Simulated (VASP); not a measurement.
**BP: vibrations by perturbation theory with PBE**

The system is BP.

```
B P
1.0
     0.00000    2.27419    2.27419
     2.27419    0.00000    2.27419
     2.27419    2.27419    0.00000
B P
1 1
Direct
  0.00000 0.00000 0.00000
  0.75000 0.75000 0.75000
```

| Item | Value |
| --- | --- |
| Program | VASP 6.6.1 |
| Task | vibrations by perturbation theory |
| Functional | PBE |
| Potentials or basis | VASP PAW PBE potentials, release 64 (B, P) |
| Cutoff | 520 eV |
| k mesh | 10 × 10 × 10 |
| Occupations | gaussian, width 0.01 eV |
| Spin | no spin polarisation |
| Dipole correction | no |
| Further INCAR settings | ALGO = Normal; EDIFF = 1e-08; IBRION = 8; NSW = 1 |

```yaml
Electronic_dielectric_tensor_diagonal: 9.27
Born_charges_mean_of_the_diagonal: B -0.47; P +0.47 e
Highest_phonon_frequency_at_Γ_LO-TO_splitting_left_out: 798 cm⁻¹
```

Phonon frequencies in cm⁻¹ (negative: imaginary):
```csv
q point,frequencies
"(0.000, 0.000, 0.000)",0 0 0 798 798 798
```

Electronic dielectric tensor:
```
9.27 0.00 0.00
0.00 9.27 0.00
0.00 0.00 9.27
```

Born effective charge tensors (e):
atom 1, B
```
-0.47  0.00  0.00
 0.00 -0.47  0.00
 0.00  0.00 -0.47
```
atom 2, P
```
0.47 0.00 0.00
0.00 0.47 0.00
0.00 0.00 0.47
```

Wall time 63 s on 1 thread of Intel(R) Xeon(R) 6975P-C (Granite Rapids) (shared host), peak memory 0.21 GiB.
